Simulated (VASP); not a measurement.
Write the native input for VASP 6.6.1 that does the following.

| Quantity | Value |
| --- | --- |
| Task | single point |
| Functional | PBE |
| Potentials or basis | VASP PAW PBE potentials, release 64 (O, Mg, C) |
| Cutoff | 520 eV |
| k mesh | 9 × 9 × 1 |
| Occupations | gaussian, width 0.05 eV |
| Spin | collinear spin |
| Starting moments | [0.0, 0.0, 0.0, 0.0, 0.0, 0.0, 2.0] μB |
| Dipole correction | yes |
| Further INCAR settings | ALGO = Normal; EDIFF = 1e-06; NBANDS = 27 |

The structure of Mg3CO3 lies in POSCAR:

```
Mg3CO3
1.0
    3.0085896345      0.0000000000      0.0000000000
   -1.5042948172      2.6055150530      0.0000000000
    0.0000000000      0.0000000000     23.0789991983
O Mg C
3 3 1
Direct
    0.3333333333      0.6666666667      0.1733177408
    0.0000000000      0.0000000000      0.2797566348
    0.6666666667      0.3333333333      0.3878522578
    0.6666666667      0.3333333333      0.2265371878
    0.3333333333      0.6666666667      0.3281901435
    0.0000000000      0.0000000000      0.4367173425
    0.7777777778     -0.7777777778      0.5550067006
```

These files were run (other wordings do the same):

INCAR

```
SYSTEM = Mg3CO3
PREC = Accurate
ENCUT = 520
EDIFF = 1E-6
ISMEAR = 0
SIGMA = 0.05
LREAL = .FALSE.
LASPH = .TRUE.
NELM = 150
ALGO = Normal
ISIF = 2
LWAVE = .FALSE.
LCHARG = .TRUE.
ISPIN = 2
MAGMOM = 0 0 0 0 0 0 2
LORBIT = 11
LDIPOL = .TRUE.
IDIPOL = 3
DIPOL = 0.5 0.5 0.341
GGA = PE
LELF = .TRUE.
LVHAR = .TRUE.
LVACPOTAV = .TRUE.
NBANDS = 27
```

KPOINTS

```
Automatic mesh
0
G
  9 9 1
  0 0 0
```

Potentials or basis: VASP PAW PBE potentials, release 64 (O, Mg, C).

The run is started by

```bash
$ cat potpaw_PBE.64/O/POTCAR potpaw_PBE.64/Mg/POTCAR potpaw_PBE.64/C/POTCAR > POTCAR
$ mpirun -np 1 vasp_std > vasp.out
```

It gave:

```json
{
  "Largest force": "3.005 eV/Å",
  "Net moment": "0.76 μB per cell",
  "Site moments": "O -0.00, -0.01 (each value once); Mg +0.00, -0.00, -0.01; C +0.40 μB",
  "Valence electrons inside the program's atomic spheres": "O 4.81, 5.10, 5.07; Mg 0.39, 0.36 (each value once); C 1.95"
}
```

Caveat: a moment this small can come from the mesh or the smearing.

Run time: 22 min on 1 thread of Intel Xeon 8259CL, with other jobs on the host, peak memory 0.52 GiB.
